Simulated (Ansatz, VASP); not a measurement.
One calculation of CaBPd3, two programs

```
Ca B Pd
1.0
     4.16114    0.00000    0.00000
     0.00000    4.16114    0.00000
     0.00000    0.00000    4.16114
Ca B Pd
1 1 3
Direct
  0.50000 0.50000 0.50000
  0.00000 0.00000 0.00000
  0.50000 0.00000 0.00000
  0.00000 0.50000 0.00000
  0.00000 0.00000 0.50000
```

Alike in both runs: task single point; functional LDA; k mesh 6 × 6 × 6; no spin polarisation.

|  | VASP | Ansatz |
| --- | --- | --- |
| version | VASP 6.6.1 | Ansatz 0.2.0 |
| potentials or method | VASP PAW LDA potentials, release 64 (Ca_sv, B, Pd), cutoff 520 eV | plane waves, PAW |
| occupations | fermi-dirac, width 0.1 eV | fermi-dirac |
| valence electrons in the cell | 43 | 67 |

VASP gave:

* pressure (GPa): 4.9

Question: Which values does Ansatz return?

Answer: Pressure (GPa): 4.2.

LDA's correlation is that of Perdew and Zunger in VASP and of Perdew and Wang (1992) in Ansatz. VASP's potentials hold 43 valence electrons a cell and Ansatz's 67, so a difference there can come from the potentials and not from the codes.
